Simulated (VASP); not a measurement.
Input of a VASP 6.6.1 run:

The input INCAR:

```
  PREC = Accurate
  ENCUT = 600
  EDIFF = 1E-6
  ISMEAR = 0
  SIGMA = 0.1
  LREAL = F
  LASPH = T
  NELM = 80
  ALGO = Normal
  ISIF = 3
  LWAVE = F
  LCHARG = F
  GGA = PS
  IBRION = 2
  NSW = 70
  EDIFFG = -0.008
  PSTRESS = -20.0
```

Contents of KPOINTS:

```
Automatic mesh
0
Gamma
  18 18 18
```

POSCAR

```
Ta
1.0
   -1.6507487451      1.6507487451      1.6507487451
    1.6507487451     -1.6507487451      1.6507487451
    1.6507487451      1.6507487451     -1.6507487451
Ta
1
Direct
    0.0000000000      0.0000000000      0.0000000000
```

Potentials or basis: VASP PAW PBE potentials, release 64 (Ta_pv).

Launch:

```console
$ cat potpaw_PBE.64/Ta_pv/POTCAR > POTCAR
$ mpirun -np 1 vasp_std > vasp.out
```

Problem. Predict the band gap on the k mesh.

Solution. Zero (an odd number of electrons rules out a gap without spin polarisation).

Problem. Estimate the relaxed cell.

Solution. a = 2.851 Å, b = 2.851 Å, c = 2.851 Å, α = 109.47°, β = 109.47°, γ = 109.47°.

Problem. Predict the space group after relaxing (to 0.1 Å).

Solution. Im-3m (No. 229).

Problem. Estimate the relaxed volume.

Solution. 17.84 Å³/atom.

Final structure:
```
CELL_PARAMETERS angstrom
-1.64618 1.64618 1.64618
1.64618 -1.64618 1.64618
1.64618 1.64618 -1.64618
ATOMIC_POSITIONS crystal
Ta 0.00000 0.00000 0.00000
```

Caveat: the cell is relaxed towards a set pressure, so the run minimises the enthalpy, not the energy; the PAW data sets were made with another functional, which shifts forces and pressure a little; spin-orbit coupling is left out, which moves the levels of the heavy elements.
